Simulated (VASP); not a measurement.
# Ga3Sb (I4/mmm) in VASP: further runs, part 2 of 2

VASP 6.6.1.

## 3. Relaxation of shape and atoms at fixed volume, PBE (23.37 Å³/atom)

This run uses another cell than the first one, of 23.37 Å³/atom.

Input file INCAR:

```
PREC     = Accurate       # precision mode
ENCUT    = 600            # plane-wave cutoff, eV
EDIFF    = 1E-7           # SCF threshold, eV
ISMEAR   = 0              # smearing method
SIGMA    = 0.1            # smearing width, eV
LREAL    = F              # projectors in reciprocal space
LASPH    = T              # aspherical terms in the spheres
NELM     = 100            # most SCF steps
ALGO     = Fast           # electronic algorithm
ISIF     = 4              # what is computed and relaxed
LWAVE    = F              # write WAVECAR
LCHARG   = F              # write CHGCAR
GGA      = PE             # functional
IBRION   = 2              # ionic algorithm
NSW      = 50             # ionic steps
EDIFFG   = -0.01          # ionic threshold
```

Input file KPOINTS:

```
Automatic mesh
0
Gamma
  14 14 14
```

Input file POSCAR:

```
Ga3Sb
1.0
   -2.3304941829      2.3304941829      4.3030974278
    2.3304941829     -2.3304941829      4.3030974278
    2.3304941829      2.3304941829     -4.3030974278
Ga Sb
3 1
Direct
    0.7500000000      0.2500000000      0.5000000000
    0.2500000000      0.7500000000      0.5000000000
    0.5000000000      0.5000000000      0.0000000000
    0.0000000000      0.0000000000      0.0000000000
```

Potentials or basis: VASP PAW PBE potentials, release 64 (Ga_d, Sb).

Started as:

```bash
$ cat potpaw_PBE.64/Ga_d/POTCAR potpaw_PBE.64/Sb/POTCAR > POTCAR
$ mpirun -np 1 vasp_std > vasp.out
```

OUTCAR:

```text
PREC = Accurate
   ENCUT = 600
   EDIFF = 1E-7
   ISMEAR = 0
   LREAL = F
   LASPH = T
   NELM = 100
   ISIF = 4
   GGA = PE
   IBRION = 2
   NSW = 50
   EDIFFG = -0.01

 ion  position               nearest neighbor table
   1  0.750  0.250  0.500-   4 3.17   4 3.17   4 3.17   4 3.17
   2  0.250  0.750  0.500-   4 3.17   4 3.17   4 3.17   4 3.17
   3  0.500  0.500  0.000-   4 3.30   4 3.30   4 3.30   4 3.30
   4  0.000  0.000  0.000-   1 3.17   2 3.17   1 3.17   2 3.17   1 3.17   2 3.17   1 3.17   2 3.17
                             3 3.30   3 3.30   3 3.30   3 3.30

  LATTYP: Found a body centered tetragonal cell.
 ALAT       =     4.6609883658
 C/A-ratio  =     1.8464313103

  Lattice vectors:

 A1 = (  -2.3304941829,   2.3304941829,   4.3030974278)
 A2 = (   2.3304941829,  -2.3304941829,   4.3030974278)
 A3 = (   2.3304941829,   2.3304941829,  -4.3030974278)

Analysis of symmetry for initial positions (statically):
=====================================================================
 Subroutine PRICEL returns:
 Original cell was already a primitive cell.

 Routine SETGRP: Setting up the symmetry group for a
[... 177 lines left out ...]
 val. band max:        5.4656095035   @ k =  -0.2143   0.3571   0.0714
 cond. band min:       5.4685231765   @ k =   0.3571   0.1429   0.0000
 fundamental gap:      0.0029136729
 Fermi energy:         5.4680548616

 k-point     1 :       0.0000    0.0000    0.0000
  band No.  band energies     occupation
      1      -9.4563      2.00000
      2      -9.4310      2.00000
      3      -9.4165      2.00000
      4      -9.4165      2.00000
      5      -9.4097      2.00000
      6      -9.4007      2.00000
[... 685 lines left out ...]
     25       7.5999      0.00000
     26       8.5519      0.00000

 [... further k-points ...]

------------------------ aborting loop because EDIFF is reached ----------------------------------------

  FORCE on cell =-STRESS in cart. coord.  units (eV):
  Direction    XX          YY          ZZ          XY          YZ          ZX
  --------------------------------------------------------------------------------------
  -------------------------------------------------------------------------------------
  Total       -1.3292087     -1.3292087     -1.3556125      0.0000000      0.0000000      0.0000000
  in kB      -22.7806725    -22.7806725    -23.2331952      0.0000000      0.0000000      0.0000000
  external PRESSURE =     -22.9315134 kB  Pullay stress =       0.0000000 kB

 VOLUME and BASIS-vectors are now :
 -----------------------------------------------------------------------------
  energy-cutoff  :      600.00
  volume of cell :       93.48
      direct lattice vectors                 reciprocal lattice vectors
    -2.330494183  2.330494183  4.303097428     0.000000000  0.214546770  0.116195371
     2.330494183 -2.330494183  4.303097428     0.214546770  0.000000000  0.116195371
     2.330494183  2.330494183 -4.303097428     0.214546770  0.214546770  0.000000000

 POSITION                                       TOTAL-FORCE (eV/Angst)
 -----------------------------------------------------------------------------------
      0.00000      2.33049      2.15155         0.000000     -0.000000     -0.000000
      2.33049      0.00000      2.15155        -0.000000      0.000000     -0.000000
      0.00000      0.00000      4.30310         0.000000     -0.000000      0.000000
      0.00000      0.00000      0.00000         0.000000     -0.000000      0.000000
 -----------------------------------------------------------------------------------
    total drift:                                0.000000     -0.000000      0.000000

  FREE ENERGIE OF THE ION-ELECTRON SYSTEM (eV)
  ---------------------------------------------------
  free  energy   TOTEN  =       -12.5529845285 eV

  energy  without entropy=      -12.5467887035  energy(sigma->0) =      -12.54988662

 reached required accuracy - stopping structural energy minimisation
```

OSZICAR:

```text
N       E                     dE             d eps       ncg     rms          rms(c)
DAV:   1     0.283917178167E+03    0.28392E+03   -0.23331E+04 12698   0.289E+03
DAV:   2     0.183032464594E+02   -0.26561E+03   -0.26235E+03 13552   0.529E+02
DAV:   3    -0.113265836007E+02   -0.29630E+02   -0.28872E+02 14284   0.144E+02
DAV:   4    -0.125770283017E+02   -0.12504E+01   -0.12141E+01 15654   0.272E+01
DAV:   5    -0.126060018529E+02   -0.28974E-01   -0.28845E-01 17988   0.411E+00    0.215E+00
RMM:   6    -0.125641176291E+02    0.41884E-01   -0.85050E-02 13855   0.315E+00    0.123E+00
RMM:   7    -0.125536248984E+02    0.10493E-01   -0.42455E-02 14236   0.161E+00    0.179E-01
RMM:   8    -0.125528861758E+02    0.73872E-03   -0.52243E-03 15245   0.812E-01    0.502E-02
RMM:   9    -0.125529614396E+02   -0.75264E-04   -0.75062E-04 16938   0.236E-01    0.469E-02
RMM:  10    -0.125529819294E+02   -0.20490E-04   -0.14154E-04 16532   0.120E-01    0.144E-02
RMM:  11    -0.125529842358E+02   -0.23063E-05   -0.43567E-05 17561   0.497E-02    0.871E-03
RMM:  12    -0.125529845695E+02   -0.33379E-06   -0.75231E-06 17135   0.188E-02    0.371E-03
RMM:  13    -0.125529844852E+02    0.84315E-07   -0.27564E-06 15063   0.109E-02    0.107E-03
RMM:  14    -0.125529845285E+02   -0.43293E-07   -0.83653E-07  9183   0.597E-03
   1 F= -.12552985E+02 E0= -.12549887E+02  d E =-.125530E+02
```

CONTCAR:

```text
Ga3Sb
   1.00000000000000
    -2.3304941828999999    2.3304941828999999    4.3030974278000000
     2.3304941828999999   -2.3304941828999999    4.3030974278000000
     2.3304941828999999    2.3304941828999999   -4.3030974278000000
  Ga              Sb
     3     1
Direct
     0.7500000000000000    0.2500000000000000    0.5000000000000000
     0.2500000000000000    0.7500000000000000    0.5000000000000000
     0.5000000000000000    0.5000000000000000    0.0000000000000000
     0.0000000000000000    0.0000000000000000    0.0000000000000000

  0.00000000E+00  0.00000000E+00  0.00000000E+00
  0.00000000E+00  0.00000000E+00  0.00000000E+00
  0.00000000E+00  0.00000000E+00  0.00000000E+00
  0.00000000E+00  0.00000000E+00  0.00000000E+00
```

Wall time 42 min (1 thread of Oxide Virtual Turin-like, shared host); peak memory 0.76 GiB.

What came out:

* Free energy: -12.5530 eV
* Pressure after relaxing: -2.3 GPa
* Band gap on the k mesh: zero (bands 22 and 23 overlap by 4.01 eV)

Final structure:
```
CELL_PARAMETERS angstrom
-2.33049 2.33049 4.30310
2.33049 -2.33049 4.30310
2.33049 2.33049 -4.30310
ATOMIC_POSITIONS crystal
Ga 0.75000 0.25000 0.50000
Ga 0.25000 0.75000 0.50000
Ga 0.50000 0.50000 0.00000
Sb 0.00000 0.00000 0.00000
```

Caveat: the relaxation stopped at its first step, so nothing moved; spin-orbit coupling is left out, which moves the levels of the heavy elements.
